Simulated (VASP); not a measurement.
Runs of VASP 6.6.1 on LiCl. It takes space group Fm-3m (No. 225, cubic). The conventional cell has a = 5.112 Å, b = 5.112 Å, c = 5.112 Å, α = 90.00°, β = 90.00°, γ = 90.00°. Li (site symmetry m-3m) has 6 Cl at 2.56 Å within 3.4 Å. Cl (site symmetry m-3m) has 6 Li at 2.56 Å within 3.4 Å. 

```csv
level,potentials or basis,k mesh,cutoff (eV),smearing,grid for exact exchange (PRECFOCK),gap on the mesh (eV)
LDA,"VASP PAW LDA potentials, release 64 (Li_sv, Cl)",4 × 4 × 4,750,gaussian 0.01 eV,-,6.05
r2SCAN50,"VASP PAW PBE potentials, release 64 (Li_sv, Cl)",4 × 4 × 4,520,gaussian 0.01 eV,Normal,(a)
r2SCAN,"VASP PAW PBE potentials, release 64 (Li_sv, Cl)",6 × 6 × 6,520,methfessel-paxton 0.05 eV,-,7.36
r2SCAN,"VASP PAW PBE potentials, release 64 (Li_sv, Cl)",6 × 6 × 6,520,gaussian 0.5 eV,-,7.36
r2SCAN,"VASP PAW PBE potentials, release 64 (Li_sv, Cl)",5 × 5 × 5,520,gaussian 0.01 eV,-,7.36
```

Alike in all rows: task single point; no spin polarisation; cell as given.

**Question.** Fill in the values left out.

**Answer.** (a) 10.89.

Caveats: some runs use coarse meshes.

A k mesh can miss the band edges.
